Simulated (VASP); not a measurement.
A run of VASP 6.6.1:

Contents of INCAR:

```
SYSTEM = P3C
  ALGO = Normal
  EDIFF = 1E-6
  ENCUT = 600
  GGA = PE
  GGA_COMPAT = .False.
  ISIF = 2
  ISMEAR = 0
  LASPH = .True.
  LCHARG = .False.
  LREAL = .False.
  LWAVE = .False.
  NBANDS = 29
  NELM = 120
  PREC = Accurate
  SIGMA = 0.1
```

KPOINTS

```
k-points
0
Gamma
  3 3 6
  0 0 0
```

Contents of POSCAR:

```
P3C
1.0
    8.7064742663      0.0000000000      0.0000000000
   -4.3532371332      7.5400278920      0.0000000000
    0.0000000000      0.0000000000      3.3762707310
P C
6 2
Direct
    0.2497852439      0.4995704878      0.2500000000
    0.5004295122      0.7502147561      0.2500000000
    0.2497852439      0.7502147561      0.2500000000
    0.7502147561      0.5004295122      0.7500000000
    0.4995704878      0.2497852439      0.7500000000
    0.7502147561      0.2497852439      0.7500000000
    0.3333333333      0.6666666667      0.7500000000
    0.6666666667      0.3333333333      0.2500000000
```

Potentials or basis: VASP PAW PBE potentials, release 64 (P, C).

Run with:

```bash
$ cat potpaw_PBE.64/P/POTCAR potpaw_PBE.64/C/POTCAR > POTCAR
$ mpirun -np 1 vasp_std > vasp.out
```

Hardware: 1 thread of Intel(R) Xeon(R) 6975P-C (Granite Rapids), with other jobs on the host.

Question: Estimate the wall time of this run.

Answer: Wall time 59 s on 1 thread of Intel(R) Xeon(R) 6975P-C (Granite Rapids), on a shared host, peak memory 0.4 GiB. Counts: scf iterations 17, k points 12.
